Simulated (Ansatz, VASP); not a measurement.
## Pd: VASP beside Ansatz

```
CELL_PARAMETERS angstrom
0.00000 2.03893 2.03893
2.03893 0.00000 2.03893
2.03893 2.03893 0.00000
ATOMIC_POSITIONS crystal
Pd 0.00000 0.00000 0.00000
```

Alike in both runs: task single point; functional revPBE; k mesh 22 × 22 × 22; occupations fermi-dirac, width 0.05 eV; collinear spin.

```csv
,VASP,Ansatz
version,VASP 6.6.1,Ansatz 0.2.0
potentials or method,"VASP PAW PBE potentials, release 64 (Pd), cutoff 520 eV","plane waves (420 eV) with PAW, scalar-relativistic"
valence electrons in the cell,10,18
```

Ansatz gave:

```
pressure (GPa)                                                : -9.5
net moment per atom (μB)                                      : 0.39
size of the moment on the site where the two differ most (μB) : 0.40
```

Task: Estimate VASP's values.

Result: Pressure (GPa): -9.7; net moment per atom (μB): 0.39; size of the moment on the site where the two differ most (μB): 0.39.

VASP's potentials were made for PBE, not for revPBE. Site moments also hang on the region over which each program counts them. VASP's potentials hold 10 valence electrons a cell and Ansatz's 18, so a difference there can come from the potentials and not from the codes.
